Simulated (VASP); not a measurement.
# GaN (R3m) in VASP: notebook, part 2 of 2

VASP 6.6.1. Earlier steps stand in the parts before.

## Step 3: Single point, r2SCAN

File POSCAR:

```
GaN
1.0
    0.0000000000      2.2535006075      2.2535006075
    2.2535006075      0.0000000000      2.2535006075
    2.2535006075      2.2535006075      0.0000000000
Ga N
1 1
Direct
    0.0096075568      0.0096075568      0.0096075568
    0.7500000000      0.7500000000      0.7500000000
```

File INCAR.step1:

```
SYSTEM = GaN
PREC = Accurate ; ENCUT = 520
ISMEAR = 0 ; SIGMA = 0.2
LREAL = .FALSE. ; LASPH = .TRUE.
NELM = 60 ; NBANDS = 16
GGA = PE ; ALGO = Normal
EDIFF = 1E-4 ; LWAVE = .TRUE.
LCHARG = .FALSE.
```

File INCAR.step2:

```
SYSTEM = GaN
PREC = Accurate ; ENCUT = 520
EDIFF = 1E-6 ; ISMEAR = 0
SIGMA = 0.2 ; LREAL = .FALSE.
LASPH = .TRUE. ; NELM = 60
ALGO = Normal ; ISIF = 2
LWAVE = .FALSE. ; LCHARG = .FALSE.
METAGGA = R2SCAN ; LMIXTAU = .TRUE.
NBANDS = 16 ; ISTART = 1
```

File KPOINTS:

```
regular mesh
0
G
  10 10 10
  0 0 0
```

Potentials or basis: VASP PAW PBE potentials, release 64 (Ga_d, N).

Run with:

```
cat potpaw_PBE.64/Ga_d/POTCAR potpaw_PBE.64/N/POTCAR > POTCAR
cp INCAR.step1 INCAR
mpirun -np 1 vasp_std > vasp.out
cp INCAR.step2 INCAR
mpirun -np 1 vasp_std > vasp.out
```

OUTCAR:

```text
SYSTEM = GaN
   PREC = Accurate
   ENCUT = 520
   EDIFF = 1E-6
   ISMEAR = 0
   LREAL = .FALSE.
   LASPH = .TRUE.
   NELM = 60
   ISIF = 2
   METAGGA = R2SCAN
   ISTART = 1

 ion  position               nearest neighbor table
   1  0.010  0.010  0.010-   2 1.93   2 1.93   2 1.93   2 2.03
   2  0.750  0.750  0.750-   1 1.93   1 1.93   1 1.93   1 2.03

  LATTYP: Found a face centered cubic cell.
 ALAT       =     4.5070012150

  Lattice vectors:

 A1 = (   0.0000000000,   2.2535006075,   2.2535006075)
 A2 = (   2.2535006075,   0.0000000000,   2.2535006075)
 A3 = (   2.2535006075,   2.2535006075,   0.0000000000)

Analysis of symmetry for initial positions (statically):
[... 5 lines left out ...]
 face centered cubic supercell.

 Subroutine GETGRP returns: Found  6 space group operations
 (whereof  6 operations were pure point group operations)
 out of a pool of 48 trial point group operations.

The static configuration has the point symmetry C_3v.

Analysis of symmetry for dynamics (positions and initial velocities):
[... 5 lines left out ...]
 face centered cubic supercell.

 Subroutine GETGRP returns: Found  6 space group operations
 (whereof  6 operations were pure point group operations)
 out of a pool of 48 trial point group operations.

The dynamic configuration has the point symmetry C_3v.
[... 141 lines left out ...]
  ext. energy  EPLUGINS =         0.00000000
  ---------------------------------------------------
  free energy    TOTEN  =       -21.86558576 eV

  energy without entropy =      -21.86558576  energy(sigma->0) =      -21.86558576

 E-fermi :   5.9480     XC(G=0): -12.6326

 val. band max:        5.1643372734   @ k =   0.0000   0.0000   0.0000
 cond. band min:       7.1375657123   @ k =   0.0000   0.0000   0.0000
 fundamental gap:      1.9732284389
 Fermi energy:         5.9480145483

 k-point     1 :       0.0000    0.0000    0.0000
  band No.  band energies     occupation
      1     -11.7307      2.00000
      2      -8.8373      2.00000
      3      -8.8373      2.00000
      4      -8.7846      2.00000
      5      -8.4735      2.00000
      6      -8.4735      2.00000
[... 433 lines left out ...]
      3      -8.7257      2.00000
      4      -8.4616      2.00000
      5      -8.4328      2.00000
      6      -7.3236      2.00000
[... 8 lines left out ...]
     15      24.7103      0.00000
     16      26.2640      0.00000

 [... further k-points ...]
[... 5 lines left out ...]
  --------------------------------------------------------------------------------------
  -------------------------------------------------------------------------------------
  Total        0.0603875      0.0603875      0.0603875     -0.2987926     -0.2987926     -0.2987926
  in kB        4.2272149      4.2272149      4.2272149    -20.9159418    -20.9159418    -20.9159418
  external PRESSURE =       4.2272149 kB  Pullay stress =       0.0000000 kB

 VOLUME and BASIS-vectors are now :
 -----------------------------------------------------------------------------
  energy-cutoff  :      520.00
  volume of cell :       22.89
      direct lattice vectors                 reciprocal lattice vectors
     0.000000000  2.253500607  2.253500607    -0.221877020  0.221877020  0.221877020
     2.253500607  0.000000000  2.253500607     0.221877020 -0.221877020  0.221877020
     2.253500607  2.253500607  0.000000000     0.221877020  0.221877020 -0.221877020

 POSITION                                       TOTAL-FORCE (eV/Angst)
 -----------------------------------------------------------------------------------
      0.04330      0.04330      0.04330        -0.455837     -0.455837     -0.455837
      3.38025      3.38025      3.38025         0.455837      0.455837      0.455837
 -----------------------------------------------------------------------------------
    total drift:                                0.011388      0.011388      0.011388

  FREE ENERGIE OF THE ION-ELECTRON SYSTEM (eV)
  ---------------------------------------------------
  free  energy   TOTEN  =       -21.8655857603 eV

  energy  without entropy=      -21.8655857603  energy(sigma->0) =      -21.86558576
```

OSZICAR.step1:

```text
N       E                     dE             d eps       ncg     rms          rms(c)
DAV:   1     0.817101666175E+02    0.81710E+02   -0.93415E+03  4160   0.202E+03
DAV:   2    -0.836172136534E+01   -0.90072E+02   -0.83769E+02  4288   0.329E+02
DAV:   3    -0.140597382136E+02   -0.56980E+01   -0.56766E+01  4296   0.703E+01
DAV:   4    -0.141250505933E+02   -0.65312E-01   -0.65302E-01  4640   0.803E+00
DAV:   5    -0.141259060069E+02   -0.85541E-03   -0.85540E-03  4464   0.826E-01    0.774E+00
DAV:   6    -0.121120907157E+02    0.20138E+01   -0.49635E+00  5632   0.400E+01    0.268E+00
DAV:   7    -0.121206776792E+02   -0.85870E-02   -0.32168E-01  4008   0.660E+00    0.177E+00
DAV:   8    -0.121168197209E+02    0.38580E-02   -0.58206E-02  4280   0.330E+00    0.792E-01
DAV:   9    -0.121126027740E+02    0.42169E-02   -0.14400E-02  5624   0.272E+00    0.201E-01
DAV:  10    -0.121129601816E+02   -0.35741E-03   -0.14833E-03  4200   0.527E-01    0.961E-02
DAV:  11    -0.121128646586E+02    0.95523E-04   -0.24450E-04  3568   0.250E-01
   1 F= -.12112865E+02 E0= -.12112865E+02  d E =-.537318E-10
```

It took 60 s on 1 thread of Intel Xeon 6975P-C, shared host; peak memory 0.18 GiB.

What came out:

- Free energy: -21.8656 eV
- Pressure: 0.4 GPa
- Largest force: 0.790 eV/Å
- Band gap on the k mesh: 1.97 eV, direct

Forces in eV/Å, atoms in the order of the input:
```
Ga  -0.456 -0.456 -0.456
N    0.456  0.456  0.456
```

Stress tensor (GPa, compression positive):
```
 0.42 -2.09 -2.09
-2.09  0.42 -2.09
-2.09 -2.09  0.42
```

Caveat: the cell differs from its parent crystal (all Ga atoms moved -0.075 Å, as atom 1 towards its neighbour atom 2 (N) at 1.952 Å); the PAW data sets were made with another functional, which shifts forces and pressure a little.
